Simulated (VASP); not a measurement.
Crystal: NaIr2.

```
Na Ir
1.0
     4.13207    0.00000    0.00000
     0.00000    4.13207    0.00000
     0.00000    0.00000    5.94860
Na Ir
2 4
Direct
  0.00000 0.00000 0.00000
  0.50000 0.50000 0.50000
  0.00000 0.50000 0.20300
  0.00000 0.50000 0.70300
  0.50000 0.00000 0.29700
  0.50000 0.00000 0.79700
```

```yaml
Program: VASP 6.6.1
Task: relaxation of cell and atoms
Functional: PBE
Potentials_or_basis: VASP PAW PBE potentials, release 64 (Na_pv, Ir)
Cutoff: 600 eV
k_mesh: 4 × 4 × 4
Occupations: gaussian, width 0.1 eV
Spin: no spin polarisation
```

At the start: pressure 4.4 GPa; volume 16.93 Å³/atom.

Q: How do energy, volume and symmetry change on relaxing?

A: Over 46 steps the energy falls by 461.5 meV/atom and the volume is 21.44 Å³/atom (+26.7 %); space group P4_2/nmc (No. 137, to 0.1 Å) before, I4/mmm (No. 139, to 0.1 Å).

The path:
| step | energy change (eV) | largest force (eV/Å) | pressure (GPa) | volume (Å³) |
| --- | --- | --- | --- | --- |
| 1 | 0.0000 | 2.3401 | 4.37 | 101.57 |
| 3 | -0.8618 | 0.5855 | -5.26 | 111.23 |
| 5 | -1.0531 | 0.1223 | 0.92 | 104.13 |
| 7 | -1.1908 | 0.0082 | -0.43 | 105.98 |
| 9 | -2.0946 | 0.8759 | 6.36 | 111.41 |
| 11 | -2.1336 | 0.8321 | 4.17 | 111.10 |
| 13 | -2.1614 | 0.8412 | 4.57 | 112.29 |
| 15 | -2.1713 | 0.8364 | 5.20 | 113.54 |
| 17 | -2.2489 | 0.7918 | 3.55 | 115.88 |
| 19 | -2.4027 | 0.6164 | -2.10 | 126.71 |
| 21 | -2.5830 | 0.4346 | 0.20 | 131.26 |
| 23 | -2.6016 | 0.3801 | 0.25 | 133.12 |
| 25 | -2.6287 | 0.2814 | -1.50 | 137.73 |
| 27 | -2.6649 | 0.1625 | 0.29 | 137.34 |
| 29 | -2.7050 | 0.0326 | -0.90 | 137.73 |
| 31 | -2.7187 | 0.0309 | -0.80 | 136.35 |
| 33 | -2.7385 | 0.1260 | 0.38 | 131.35 |
| 35 | -2.7434 | 0.1660 | 0.04 | 129.93 |
| 37 | -2.7503 | 0.1309 | -0.59 | 130.71 |
| 39 | -2.7519 | 0.1050 | -1.04 | 131.30 |
| 41 | -2.7589 | 0.0699 | -0.75 | 130.93 |
| 43 | -2.7642 | 0.0030 | -0.16 | 130.21 |
| 45 | -2.7676 | 0.0246 | -0.50 | 129.45 |
| 46 | -2.7690 | 0.0317 | -0.15 | 128.63 |

Final structure:
```
Na Ir
1.0
     5.21140    0.00000    0.00000
     0.00000    5.21140    0.00000
     0.00000    0.00000    4.73642
Na Ir
2 4
Direct
  0.00000 0.00000 0.00000
  0.50000 0.50000 0.50000
  0.00000 0.50000 0.25241
  0.00000 0.50000 0.75241
  0.50000 0.00000 0.24759
  0.50000 0.00000 0.74759
```

Caveat: the k points lie up to 0.33 Å⁻¹ apart in the final cell; the volume moved by over 15 % at a fixed basis, so the end points are rough; the highest band is partly filled, so the run has too few bands.
